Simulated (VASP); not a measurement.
A run of VASP 6.6.1:

The input INCAR:

```
PREC = Accurate
ENCUT = 520
EDIFF = 1E-7
ISMEAR = 0
SIGMA = 0.1
LREAL = F
LASPH = T
NELM = 100
ALGO = Fast
ISIF = 2
LWAVE = F
LCHARG = T
GGA = CA
LELF = T
LVHAR = T
NBANDS = 12
```

The input KPOINTS:

```
regular mesh
0
Gamma
  18 18 18
```

File POSCAR:

```
Ti
1.0
   -1.5825944271      1.5825944271      1.5825944271
    1.5825944271     -1.5825944271      1.5825944271
    1.5825944271      1.5825944271     -1.5825944271
Ti
1
Direct
    0.0000000000      0.0000000000      0.0000000000
```

Potentials or basis: VASP PAW LDA potentials, release 64 (Ti_sv).

Command:

```bash
$ cat potpaw_LDA.64/Ti_sv/POTCAR > POTCAR
$ mpirun -np 1 vasp_std > vasp.out
```

Hardware: 1 thread of Intel Xeon 8259CL, on a shared host.

Q: How long does it take, and how much memory?

A: Wall time 69 s on 1 thread of Intel Xeon 8259CL (shared host), peak memory 0.15 GiB. Counts: scf iterations 27, k points 195.
